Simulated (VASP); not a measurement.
Runs of VASP 6.6.1 on Sr2O. The structure is that of space group P-3m1 (No. 164), or close to it. The cells are those of the table. 

```csv
cell,k mesh,gap on the mesh (eV),largest force (eV/Å)
"a = 3.796, b = 3.796, c = 30.001 Å, angles 90.0, 90.0, 120.0°, 3 atoms",6 × 6 × 1,none,0.07
"a = 3.872, b = 3.872, c = 18.000 Å, angles 90.0, 90.0, 120.0°, 3 atoms",6 × 6 × 1,none,(a)
"a = 3.789, b = 3.789, c = 30.001 Å, angles 90.0, 90.0, 120.0°, 3 atoms",12 × 12 × 1,none,0.03
"a = 3.796, b = 3.796, c = 30.001 Å, angles 90.0, 90.0, 120.0°, 3 atoms",12 × 12 × 1,none,0.04
```

Alike in all rows: task single point; level PBE; potentials or basis VASP PAW PBE potentials, release 64 (Sr_sv, O); no spin polarisation; cutoff (eV) 520; smearing gaussian 0.1 eV.

Problem. Estimate the missing entries.

Solution. (a) 0.37.

A k mesh can miss the band edges, and the runs leave out spin-orbit coupling on Sr.

A gap of «none» marks levels without a gap at the run's occupations.
